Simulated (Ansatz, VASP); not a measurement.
# Zn3O in VASP and in Ansatz

```
CELL_PARAMETERS angstrom
3.65032 0.00000 0.00000
0.00000 3.65032 0.00000
0.00000 0.00000 3.65032
ATOMIC_POSITIONS crystal
Zn 0.00000 0.50000 0.50000
Zn 0.50000 0.00000 0.50000
Zn 0.50000 0.50000 0.00000
O 0.00000 0.00000 0.00000
```

Alike in both runs: task relaxation of cell and atoms; functional PBE; k mesh 6 × 6 × 6; occupations gaussian, width 0.1 eV; no spin polarisation.

|  | VASP | Ansatz |
| --- | --- | --- |
| version | VASP 6.6.1 | Ansatz 0.2.0 |
| potentials or method | VASP PAW PBE potentials, release 64 (Zn, O), cutoff 600 eV | scalar-relativistic, plane waves, PAW |
| valence electrons in the cell | 42 | 42 |

Ansatz gave:

| Quantity | Value |
| --- | --- |
| gap on the k mesh at the Fermi level, each at its own relaxed structure (eV) | none |
| relaxed volume (Å³/atom) | 13.45 |
| relaxed length of the cell vector where the two differ most in proportion (Å) | 3.775 |

Estimate VASP's values.

gap on the k mesh at the Fermi level, each at its own relaxed structure (eV): none; relaxed volume (Å³/atom): 13.47; relaxed length of the cell vector where the two differ most in proportion (Å): 3.777.

A gap of «none» marks a metal or a gap that the smearing closes.
